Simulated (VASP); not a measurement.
# TiB2 (P6/mmm) in VASP: notebook

The runs below take TiB2 through single point, relaxation of cell and atoms, with PBE.

All numbers are computed with VASP 6.6.1; they aren't measurements. Logs are shortened: lines on timing, memory, paths and dates and some standing lists are left out, and cuts for length are marked.

## 1. The cell of the first run

It takes space group P6/mmm (No. 191, hexagonal). Conventional cell: a = 3.032 Å, b = 3.032 Å, c = 3.224 Å, α = 90.00°, β = 90.00°, γ = 120.00°. Within 3.1 Å of Ti (site symmetry 6/mmm) lie 12 B at 2.38 Å and 6 Ti at 3.03 Å. Within 2.3 Å of B (site symmetry -6m2) lie 3 B at 1.75 Å.

## 2. Single point, PBE

Input file INCAR:

```
ALGO = Normal
EDIFF = 1E-6
ENCUT = 520
GGA = PE
ISIF = 2
ISMEAR = 0
LASPH = T
LCHARG = F
LREAL = F
LWAVE = F
NBANDS = 16
NELM = 100
PREC = Accurate
SIGMA = 0.1
```

Input file KPOINTS:

```
k-points
0
Gamma
  15 15 14
```

Input file POSCAR:

```
TiB2
1.0
    3.0323812148      0.0000000000      0.0000000000
   -1.5161906074      2.6261191660      0.0000000000
    0.0000000000      0.0000000000      3.2238386905
Ti B
1 2
Direct
    0.0000000000      0.0000000000      0.0000000000
    0.3333333333      0.6666666667      0.5000000000
    0.6666666667      0.3333333333      0.5000000000
```

Potentials or basis: VASP PAW PBE potentials, release 64 (Ti_sv, B).

Launch:

```sh
cat potpaw_PBE.64/Ti_sv/POTCAR potpaw_PBE.64/B/POTCAR > POTCAR
mpirun -np 1 vasp_std > vasp.out
```

OUTCAR:

```text
EDIFF = 1E-6
   ENCUT = 520
   GGA = PE
   ISIF = 2
   ISMEAR = 0
   LASPH = T
   LREAL = F
   NELM = 100
   PREC = Accurate

 ion  position               nearest neighbor table
   1  0.000  0.000  0.000-   2 2.38   3 2.38   2 2.38   3 2.38   3 2.38   3 2.38   2 2.38   2 2.38
                             3 2.38   3 2.38   2 2.38   2 2.38
   2  0.333  0.667  0.500-   3 1.75   3 1.75   3 1.75   1 2.38   1 2.38   1 2.38   1 2.38   1 2.38
                             1 2.38
   3  0.667  0.333  0.500-   2 1.75   2 1.75   2 1.75   1 2.38   1 2.38   1 2.38   1 2.38   1 2.38
                             1 2.38

  LATTYP: Found a hexagonal cell.
 ALAT       =     3.0323812148
 C/A-ratio  =     1.0631376671

  Lattice vectors:

 A1 = (   3.0323812148,   0.0000000000,   0.0000000000)
 A2 = (  -1.5161906074,   2.6261191660,   0.0000000000)
 A3 = (   0.0000000000,   0.0000000000,   3.2238386905)

Analysis of symmetry for initial positions (statically):
=====================================================================
 Subroutine PRICEL returns:
 Original cell was already a primitive cell.

 Routine SETGRP: Setting up the symmetry group for a
 hexagonal supercell.

 Subroutine GETGRP returns: Found 24 space group operations
 (whereof 24 operations were pure point group operations)
 out of a pool of 24 trial point group operations.

The static configuration has the point symmetry D_6h.

Analysis of symmetry for dynamics (positions and initial velocities):
=====================================================================
 Subroutine PRICEL returns:
 Original cell was already a primitive cell.

 Routine SETGRP: Setting up the symmetry group for a
 hexagonal supercell.

 Subroutine GETGRP returns: Found 24 space group operations
 (whereof 24 operations were pure point group operations)
 out of a pool of 24 trial point group operations.

The dynamic configuration has the point symmetry D_6h.

 Subroutine INISYM returns: Found 24 space group operations
 (whereof 24 operations are pure point group operations),
 and found     1 'primitive' translations

----------------------------------------------------------------------------------------

                                     Primitive cell

  volume of cell :      25.6727
[... 83 lines left out ...]
   ISTART =      0    job   : 0-new  1-cont  2-samecut
   ICHARG =      2    charge: 1-file 2-atom 10-const
   ISPIN  =      1    spin polarized calculation?
   LNONCOLLINEAR =      F non collinear calculations
   LSORBIT =      F    spin-orbit coupling
   LASPH  =      T    aspherical Exc in radial PAW
   ENCUT  =  520.0 eV  38.22 Ry    6.18 a.u.   5.64  5.64  5.99*2*pi/ulx,y,z
   NELM   =    100;   NELMIN=  2; NELMDL= -5     # of ELM steps
   EDIFF  = 0.1E-05   stopping-criterion for ELM
   LREAL  =      F    real-space projection
   EDIFFG = 0.1E-04   stopping-criterion for IOM
   NSW    =      0    number of steps for IOM
   IBRION =     -1    ionic relax: 0-MD 1-quasi-New 2-CG
   NFREE  =      0    steps in history (QN), initial steepest desc. (CG)
   ISIF   =      2    stress and relaxation
   ISYM   =      2    0-nonsym 1-usesym 2-fastsym
   POTIM  = 0.5000    time-step for ionic-motion
   TEBEG  =    0.0;   TEEND  =   0.0 temperature during run
   PSTRESS=    0.0 pullay stress
   NELECT =      18.0000    total number of electrons
   NUPDOWN=      -1.0000    fix difference up-down
   EMIN   =  10.00;   EMAX   =-10.00  energy-range for DOS
   EFERMI =   0.00;   METHOD = LEGACY
   ISMEAR =     0;   SIGMA  =   0.10  broadening in eV -4-tet -1-fermi 0-gaus
   EFERMI_NEDOS =   21; number of points for ismear=-14 and -15
   IALGO  =     38    algorithm
   IMIX   =      4    mixing-type and parameters
     AMIX     =   0.40;   BMIX     =  1.00
     AMIX_MAG =   1.60;   BMIX_MAG =  1.00
  volume/ion in A,a.u.               =       8.56        57.75
  Fermi-wavevector in a.u.,A,eV,Ry     =   1.454371  2.748362 28.778969  2.115195
  Thomas-Fermi vector in A             =   2.571529
   LORBIT       =      0    0 simple, 1 ext, 2 COOP (PROOUT), +10 PAW based schemes
   GGA     = PE    functional components
   LHFCALC =     F    Hartree Fock is set to
   AEXX    =    0.0000 exact exchange contribution
   IVDW    =     0    specifies the selected vdW correction
   LEPSILON=     F    determine dielectric tensor
   LRPA    =     F    only Hartree local field effects (RPA)
 non-spin polarized calculation
 Gauss-broadening in eV      SIGMA  =   0.10
  energy-cutoff  :      520.00
  volume of cell :       25.67
 maximum number of plane-waves:       719
 NGX is ok and might be reduce to    24
   NGX = 11   NGY = 11   NGZ = 11

 number of electron      18.0000001 magnetization

 Free energy of the ion-electron system (eV)
  ---------------------------------------------------
  ext. energy  EPLUGINS =         0.00000000
  ---------------------------------------------------
  free energy    TOTEN  =       -24.43027649 eV

  energy without entropy =      -24.42839420  energy(sigma->0) =      -24.42933534

 E-fermi :  10.0198     XC(G=0): -12.7660

 val. band max:        9.9762536286   @ k =   0.2667   0.2000   0.0000
 cond. band min:      10.0201535114   @ k =   0.2000   0.2000   0.1429
 fundamental gap:      0.0438998828
 Fermi energy:        10.0198169142

 k-point     1 :       0.0000    0.0000    0.0000
  band No.  band energies     occupation
      1     -46.9636      2.00000
      2     -23.3149      2.00000
      3     -23.0020      2.00000
      4     -23.0020      2.00000
      5      -3.5094      2.00000
      6       7.3761      2.00000
[... 433 lines left out ...]
      3     -23.2412      2.00000
      4     -23.1825      2.00000
      5       1.0767      2.00000
      6       1.1951      2.00000
[... 8 lines left out ...]
     15      18.7783      0.00000
     16      19.8925      0.00000

 [... further k-points ...]
[... 5 lines left out ...]
  --------------------------------------------------------------------------------------
  -------------------------------------------------------------------------------------
  Total        0.0254715      0.0254715      0.0304179      0.0000000     -0.0000000      0.0000000
  in kB        1.5896197      1.5896197      1.8983120      0.0000000     -0.0000000      0.0000000
  external PRESSURE =       1.6925171 kB  Pullay stress =       0.0000000 kB

 VOLUME and BASIS-vectors are now :
 -----------------------------------------------------------------------------
  energy-cutoff  :      520.00
  volume of cell :       25.67
      direct lattice vectors                 reciprocal lattice vectors
     3.032381215  0.000000000  0.000000000     0.329773841  0.190395016  0.000000000
    -1.516190607  2.626119166  0.000000000     0.000000000  0.380790032  0.000000000
     0.000000000  0.000000000  3.223838691     0.000000000  0.000000000  0.310189217

 POSITION                                       TOTAL-FORCE (eV/Angst)
 -----------------------------------------------------------------------------------
      0.00000      0.00000      0.00000         0.000000      0.000000      0.000000
     -0.00000      1.75075      1.61192        -0.000000     -0.000000     -0.000000
      1.51619      0.87537      1.61192         0.000000      0.000000      0.000000
 -----------------------------------------------------------------------------------
    total drift:                               -0.000000      0.000000      0.000000

  FREE ENERGIE OF THE ION-ELECTRON SYSTEM (eV)
  ---------------------------------------------------
  free  energy   TOTEN  =       -24.4302764857 eV

  energy  without entropy=      -24.4283941966  energy(sigma->0) =      -24.42933534
```

OSZICAR:

```text
N       E                     dE             d eps       ncg     rms          rms(c)
DAV:   1     0.122772572439E+03    0.12277E+03   -0.89764E+03  6912   0.129E+03
DAV:   2    -0.223485662047E+02   -0.14512E+03   -0.13993E+03  7472   0.342E+02
DAV:   3    -0.294125745243E+02   -0.70640E+01   -0.69988E+01  9984   0.735E+01
DAV:   4    -0.295772125056E+02   -0.16464E+00   -0.16454E+00  8568   0.989E+00
DAV:   5    -0.295811001996E+02   -0.38877E-02   -0.38876E-02  9832   0.132E+00    0.167E+01
DAV:   6    -0.244449620899E+02    0.51361E+01   -0.20703E+01  9952   0.484E+01    0.380E+00
DAV:   7    -0.244297287032E+02    0.15233E-01   -0.10526E+00  7440   0.117E+01    0.333E+00
DAV:   8    -0.244322287605E+02   -0.25001E-02   -0.82380E-02 11344   0.241E+00    0.784E-01
DAV:   9    -0.244307819714E+02    0.14468E-02   -0.35534E-02  8544   0.239E+00    0.267E-01
DAV:  10    -0.244302627535E+02    0.51922E-03   -0.27603E-03  9096   0.633E-01    0.613E-02
DAV:  11    -0.244302916967E+02   -0.28943E-04   -0.46558E-04  9592   0.239E-01    0.563E-02
DAV:  12    -0.244302770520E+02    0.14645E-04   -0.93268E-05  8088   0.124E-01    0.903E-03
DAV:  13    -0.244302764857E+02    0.56634E-06   -0.41938E-06  8264   0.194E-02
   1 F= -.24430276E+02 E0= -.24429335E+02  d E =-.188229E-02
```

stdout:

```text
POSCAR found type information on POSCAR TiB
 POSCAR found :  2 types and       3 ions
 scaLAPACK will be used
 LDA part: xc-table for (Slater+PW92), standard interpolation
 POSCAR, INCAR and KPOINTS ok, starting setup
 FFT: planning ... GRIDC
 FFT: planning ... GRID_SOFT
 FFT: planning ... GRID
 WAVECAR not read
 entering main loop
```

Wall time 72 s (1 thread of AMD EPYC 7R43 (Zen 3), shared host); peak memory 0.16 GiB.

What came out:

| Item | Value |
| --- | --- |
| Free energy | -24.4303 eV |
| Pressure | 0.2 GPa |
| Band gap on the k mesh | zero (band 9 reaches 10.39 eV, above the bottom of band 10 at 9.80 eV) |

## 3. Relaxation of cell and atoms, PBE

Input file INCAR:

```
SYSTEM = TiB2
PREC = Accurate
ENCUT = 600
EDIFF = 1E-7
ISMEAR = 0
SIGMA = 0.1
LREAL = .FALSE.
LASPH = .TRUE.
NELM = 100
ALGO = Normal
ISIF = 3
LWAVE = .FALSE.
LCHARG = .FALSE.
GGA = PE
IBRION = 2
NSW = 80
EDIFFG = -0.01
```

Input file KPOINTS:

```
regular mesh
0
G
  15 15 14
  0 0 0
```

Input file POSCAR:

```
TiB2
1.0
    3.0332538450      0.0000000000      0.0000000000
   -1.5166269225      2.6268748859      0.0000000000
    0.0000000000      0.0000000000      3.2228831894
Ti B
1 2
Direct
    0.0000000000      0.0000000000      0.0000000000
    0.3333333333      0.6666666667      0.5000000000
    0.6666666667      0.3333333333      0.5000000000
```

Potentials or basis: VASP PAW PBE potentials, release 64 (Ti_sv, B).

Launch:

```sh
cat potpaw_PBE.64/Ti_sv/POTCAR potpaw_PBE.64/B/POTCAR > POTCAR
mpirun -np 1 vasp_std > vasp.out
```

Run time: 2.2 min. Hardware: 1 thread of AMD EPYC 7R43 (Zen 3), shared host; peak memory 0.18 GiB.

The run converged. Its results:

```yaml
Free_energy: -24.4322 eV
Relaxed_volume: 8.56 Å³/atom
Relaxed_cell: a = 3.033 Å, b = 3.033 Å, c = 3.225 Å, α = 90.00°, β = 90.00°, γ = 120.00°
Space_group_after_relaxing_to_0.05_Å: P6/mmm (No. 191)
Energy_gained_by_relaxing: 0.0 meV/atom
Ionic_steps: 2
Pressure_after_relaxing: 0.0 GPa
Band_gap_on_the_k_mesh: zero (band 9 reaches 10.39 eV, above the bottom of band 10 at 9.79 eV)
```

Final structure:
```xyz
3
Lattice="3.0327 0.0000 0.0000 -1.5164 2.6264 0.0000 0.0000 0.0000 3.2245" Properties=species:S:1:pos:R:3 pbc="T T T"
Ti    0.0000    0.0000    3.2245
B     0.0000    1.7509    1.6123
B     1.5164    0.8755    1.6123
```

Levels at points of the mesh, in eV from the Fermi level:
```tsv
k point	band 7	band 8	band 9	band 10	band 11	band 12
(0.00, 0.00, 0.00)	-2.64	-2.33	-2.13	1.86	1.86	3.63
(0.00, 0.00, 0.50)	-0.59	-0.59	-0.22	-0.22	0.41	0.41
```
